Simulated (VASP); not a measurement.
Input of a VASP 6.6.1 run:

The input INCAR:

```
SYSTEM = MgS
PREC = Accurate
ENCUT = 600
EDIFF = 1E-6
ISMEAR = -5
SIGMA = 0.1
LREAL = .FALSE.
LASPH = .TRUE.
NELM = 120
ALGO = Normal
ISIF = 2
LWAVE = .FALSE.
LCHARG = .TRUE.
GGA = PE
LELF = .TRUE.
LVHAR = .TRUE.
NBANDS = 16
GGA_COMPAT = .FALSE.
```

The input KPOINTS:

```
Automatic mesh
0
G
  6 6 2
  0 0 0
```

POSCAR

```
MgS
1.0
    4.0346224068      0.0000000000      0.0000000000
   -2.0173112034      3.4940854990      0.0000000000
    0.0000000000      0.0000000000      6.4322941800
Mg S
2 2
Direct
    0.6666666667      0.3333333333      0.4957548500
    0.3333333333      0.6666666667      0.9957548500
    0.3333333333      0.6666666667      0.3792441500
    0.6666666667      0.3333333333      0.8792441500
```

Potentials or basis: VASP PAW PBE potentials, release 64 (Mg, S).

Run with:

```sh
$ cat potpaw_PBE.64/Mg/POTCAR potpaw_PBE.64/S/POTCAR > POTCAR
$ mpirun -np 1 vasp_std > vasp.out
```

(1) Estimate the band gap on the k mesh.

(2) Estimate the pressure.

(3) What does it give for the largest force?

Results:

(1) 3.43 eV.

(2) 0.9 GPa.

(3) 0.049 eV/Å.

Caveat: the k points lie up to 0.49 Å⁻¹ apart.
